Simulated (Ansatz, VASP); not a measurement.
## SiC: VASP beside Ansatz

The input INCAR:

```
SYSTEM = SiC
ALGO = Normal
EDIFF = 1E-7
ENCUT = 520
GGA = PE
ISIF = 2
ISMEAR = 0
LASPH = .TRUE.
LCHARG = .FALSE.
LREAL = .FALSE.
LWAVE = .FALSE.
NBANDS = 11
NELM = 60
PREC = Accurate
SIGMA = 0.05
```

Contents of KPOINTS:

```
k-points
0
G
  12 12 12
  0 0 0
```

POSCAR

```
SiC
1.0
    0.0000000000      2.1955444672      2.1955444672
    2.1955444672      0.0000000000      2.1955444672
    2.1492916637      2.1492916637      0.0462528034
Si C
1 1
Direct
    0.0000000000      0.0000000000      0.0000000000
    0.7500000000      0.7500000000      0.7500000000
```

Input for Ansatz:

```yaml
crystal:
  lattice:
    - [0.0, 2.1955444672, 2.1955444672]
    - [2.1955444672, 0.0, 2.1955444672]
    - [2.1492916637, 2.1492916637, 0.0462528034]
  atoms:
    - { symbol: Si, position: [0.0, 0.0, 0.0] }
    - { symbol: C, position: [0.75, 0.75, 0.75] }
basis:
  ecutwfc: 520.0
kpoints:
  mp_grid: { grid: [12, 12, 12] }
hamiltonian:
  xc: pbe
scf:
  occupations: { method: gaussian, width: 0.05 }
output:
  forces: true
  stress: true
  eigenvalues: true
```

Alike in both runs: task single point; functional PBE; k mesh 12 × 12 × 12; occupations gaussian, width 0.05 eV; no spin polarisation.

```csv
,VASP,Ansatz
version,VASP 6.6.1,Ansatz 0.2.0
potentials or method,"VASP PAW PBE potentials, release 64 (Si, C), cutoff 520 eV","scalar-relativistic, plane waves, PAW"
valence electrons in the cell,8,8
```

Ansatz gave:

| Property | Result |
| --- | --- |
| gap on the k mesh at the Fermi level (eV) | 1.22 |
| least direct gap on the mesh (eV) | 4.36 |
| pressure (GPa) | 5.8 |
| traceless stress, the component that is largest in VASP (GPa) | 6.16 |
| rms of the force components (eV/Å) | 0.222 |

Q: Which values does VASP return?

A: gap on the k mesh at the Fermi level (eV): 1.22; least direct gap on the mesh (eV): 4.36; pressure (GPa): 5.7; traceless stress, the component that is largest in VASP (GPa): 6.18; rms of the force components (eV/Å): 0.221.

Atom by atom the forces differ by 0.001 eV/Å (rms over components). The functional is the same, so the differences come from potentials, cutoffs and numerics.
